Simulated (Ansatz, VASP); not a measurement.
**PtSe2 in VASP and in Ansatz**

```
Pt Se
1.0
     3.72400    0.00000    0.00000
    -1.86200    3.22508    0.00000
     0.00000    0.00000    5.06200
Pt Se
1 2
Direct
  0.00000 0.00000 0.00000
  0.66667 0.33333 0.75000
  0.33333 0.66667 0.25000
```

Alike in both runs: functional PBEsol; k mesh 6 × 6 × 4; occupations fermi-dirac, width 0.05 eV; no spin polarisation.

```csv
,VASP,Ansatz
version,VASP 6.6.1,Ansatz 0.2.0
potentials or method,"VASP PAW PBE potentials, release 64 (Pt, Se), cutoff 520 eV","all-electron LAPW, scalar-relativistic"
task,single point,band structure
```

|  | VASP | Ansatz | Ansatz less VASP |
| --- | --- | --- | --- |
| gap on the k mesh at the Fermi level (eV) | none | none | - |
| pressure (GPa) | 2.2 | 2.2 | -0.09 |
| traceless stress, the component that is largest in VASP (GPa) | -1.01 | -0.97 | +0.033 |
| rms of the force components (eV/Å) | 0.163 | 0.153 | -0.0101 |

VASP's potentials were made for PBE, not for PBEsol. Atom by atom the forces differ by 0.010 eV/Å (rms over components). A gap of «none» marks a metal or a gap that the smearing closes. Ansatz ran all-electron here, and VASP with PAW potentials.

Spin-orbit coupling is off throughout. Noted on Ansatz's run: the k mesh is thin for a metal, which can move the energy by tens of meV per atom.
